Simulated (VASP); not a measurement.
Set up this calculation in VASP 6.6.1, as the native input.

- Task: single point
- Functional: PBE
- Potentials or basis: VASP PAW PBE potentials, release 64 (B, Br)
- Cutoff: 520 eV
- k mesh: 10 × 10 × 10
- Occupations: gaussian, width 0.1 eV
- Spin: no spin polarisation
- Dipole correction: no
- Further INCAR settings: ALGO = Normal; EDIFF = 1e-06; NBANDS = 22

The structure of B6Br lies in POSCAR:

```
B6Br
1.0
    4.2445594141      0.0000000000      0.0000000000
    0.0000000000      4.2445594141      0.0000000000
    0.0000000000      0.0000000000      4.2445594141
B Br
6 1
Direct
    0.1973666820      0.5000000000      0.5000000000
    0.5000000000      0.1973666820      0.5000000000
    0.8026333180      0.5000000000      0.5000000000
    0.5000000000      0.8026333180      0.5000000000
    0.5000000000      0.5000000000      0.1973666820
    0.5000000000      0.5000000000      0.8026333180
    0.0000000000      0.0000000000      0.0000000000
```

The cell was generated, and may not be a known phase.

One way to write it, as run:

INCAR

```
  PREC = Accurate
  ENCUT = 520
  EDIFF = 1E-6
  ISMEAR = 0
  SIGMA = 0.1
  LREAL = F
  LASPH = T
  NELM = 100
  ALGO = Normal
  ISIF = 2
  LWAVE = F
  LCHARG = F
  GGA = PE
  NBANDS = 22
```

KPOINTS

```
regular mesh
0
Gamma
  10 10 10
```

Potentials or basis: VASP PAW PBE potentials, release 64 (B, Br).

The run is started by

```bash
$ cat potpaw_PBE.64/B/POTCAR potpaw_PBE.64/Br/POTCAR > POTCAR
$ mpirun -np 1 vasp_std > vasp.out
```

Results of the run:

```json
{
 "Pressure": "0.0 GPa",
 "Largest force": "0.007 eV/Å",
 "Band gap on the k mesh": "zero (an odd number of electrons rules out a gap without spin polarisation)"
}
```

Caveat: an odd number of electrons without spin polarisation forces a metal; a magnetic or distorted state may lie lower.

It took 66 s on 1 thread of Intel(R) Xeon(R) Platinum 8488C (Sapphire Rapids) (shared host), peak memory 0.22 GiB.
